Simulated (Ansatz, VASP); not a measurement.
One calculation of Cd3O2, two programs

```
Cd O
1.0
     2.98116    1.72117    3.32685
    -2.98116    1.72117    3.32685
     0.00000   -3.44235    3.32685
Cd O
3 2
Cartesian
  -1.5456 0.8924 3.1364
  0.0000 -1.7848 3.1364
  1.5456 0.8924 3.1364
  0.0000 0.0000 1.6624
  0.0000 0.0000 4.4767
```

Alike in both runs: functional PBE; k mesh 4 × 4 × 4; occupations gaussian, width 0.2 eV; no spin polarisation.

Ansatz relaxed the structure, and its values are those at the end. VASP's run is a single point on that final structure, the one shown.

```csv
,VASP,Ansatz
version,VASP 6.6.1,Ansatz 0.2.0
potentials or method,"VASP PAW PBE potentials, release 64 (Cd, O), cutoff 600 eV","scalar-relativistic, plane waves, PAW"
valence electrons in the cell,48,72
```

```tsv
	VASP	Ansatz	Ansatz less VASP
gap on the k mesh at the Fermi level (eV)	0.65	0.64	-0.006
least direct gap on the mesh (eV)	1.35	1.35	+0.002
pressure (GPa)	0.7	0.2	-0.57
rms of the force components (eV/Å)	0.061	0.009	-0.0518
```

With one functional, cell and mesh, what is left measures potentials, basis and numerics. VASP's potentials hold 48 valence electrons a cell and Ansatz's 72, so a difference there can come from the potentials and not from the codes.
